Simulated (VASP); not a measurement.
Here is a VASP 6.6.1 calculation.

File INCAR:

```
SYSTEM = Sn4HO8
PREC = Accurate
ENCUT = 520
EDIFF = 1E-6
ISMEAR = 0
SIGMA = 0.02
LREAL = .False.
LASPH = .True.
NELM = 80
ALGO = Normal
ISIF = 2
LWAVE = .False.
LCHARG = .False.
GGA = PE
NELECT = 104.0
NBANDS = 64
```

Contents of KPOINTS:

```
Automatic mesh
0
Gamma
  3 3 3
  0 0 0
```

File POSCAR:

```
Sn4HO8
1.0
    0.0000000000      4.8271903470     -3.2381522497
    0.0000000000     -4.8271903470     -3.2381522497
   -4.8271903470      0.0000000000      3.2381522497
Sn O H
4 8 1
Direct
    0.2799828481      0.7620922858      0.5258311864
    0.7463572024      0.2487074266      0.4788069488
    0.0084486563      0.0142541376      0.9912993061
    0.4933257652      0.4990995971      0.9913443783
    0.5787501260      0.7775066433      0.8400287538
    0.0537987044      0.2957437686      0.8332572427
    0.9627766823      0.7063803794      0.1528332042
    0.4446308872      0.2350966223      0.1635145050
    0.4877658869      0.1979620083      0.6721638425
   -0.0096301613      0.7006366780      0.6720729944
    0.5315101294      0.8108566170      0.3272651815
    0.0326232412      0.3120035374      0.3272197435
   -0.0203363162      0.5601448854      0.0234338660
```

Potentials or basis: VASP PAW PBE potentials, release 64 (Sn_d, O, H).

Launch:

```sh
$ cat potpaw_PBE.64/Sn_d/POTCAR potpaw_PBE.64/O/POTCAR potpaw_PBE.64/H/POTCAR > POTCAR
$ mpirun -np 1 vasp_std > vasp.out
```

**Question.** Predict the largest force.

**Answer.** 0.091 eV/Å.

Forces on the atoms (eV/Å):
```
Sn   0.006 -0.008  0.000
Sn  -0.011  0.002  0.001
Sn  -0.003  0.000  0.014
Sn  -0.003  0.000 -0.016
O   -0.005  0.000  0.001
O    0.014 -0.040  0.000
O   -0.031 -0.052  0.001
O   -0.010  0.024  0.000
O   -0.006 -0.013 -0.012
O   -0.008 -0.013  0.011
O    0.002  0.012  0.007
O    0.001  0.012 -0.007
H    0.052  0.075  0.001
```

Caveat: the k points lie up to 0.45 Å⁻¹ apart; the cell carries a net charge on a neutralising background, which shifts energy and pressure; the cell differs from its parent crystal (with an interstitial atom, then relaxed in part).
